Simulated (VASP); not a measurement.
Write the native input for VASP 6.6.1 that does the following.

```yaml
Task: single point
Functional: PBE
Potentials_or_basis: VASP PAW PBE potentials, release 64 (Ta_pv, Ga_d)
Cutoff: 520 eV
k_mesh: 6 × 6 × 6
Occupations: gaussian, width 0.1 eV
Spin: no spin polarisation
Dipole_correction: no
Further_INCAR_settings: ALGO = Fast; EDIFF = 1e-06; NBANDS = 26
```

The structure of TaGa2 lies in POSCAR:

```
TaGa2
1.0
    0.0000000000      3.1145496045      3.1145496045
    3.1145496045      0.0000000000      3.1145496045
    3.1145496045      3.1145496045      0.0000000000
Ta Ga
1 2
Direct
    0.0000000000      0.0000000000      0.0000000000
    0.2500000000      0.2500000000      0.2500000000
    0.7500000000      0.7500000000      0.7500000000
```

These files were run (other wordings do the same):

INCAR

```
  PREC = Accurate
  ENCUT = 520
  EDIFF = 1E-6
  ISMEAR = 0
  SIGMA = 0.1
  LREAL = False
  LASPH = True
  NELM = 80
  ALGO = Fast
  ISIF = 2
  LWAVE = False
  LCHARG = False
  GGA = PE
  NBANDS = 26
```

KPOINTS

```
Automatic mesh
0
Gamma
  6 6 6
```

Potentials or basis: VASP PAW PBE potentials, release 64 (Ta_pv, Ga_d).

Command:

```bash
$ cat potpaw_PBE.64/Ta_pv/POTCAR potpaw_PBE.64/Ga_d/POTCAR > POTCAR
$ mpirun -np 1 vasp_std > vasp.out
```

Results of the run:

```json
{
 "Pressure": "0.2 GPa"
}
```

It took 47 s on 1 thread of Intel(R) Xeon(R) Platinum 8259CL CPU @ 2.50GHz (Skylake/Cascade Lake) (shared host), peak memory 0.21 GiB.
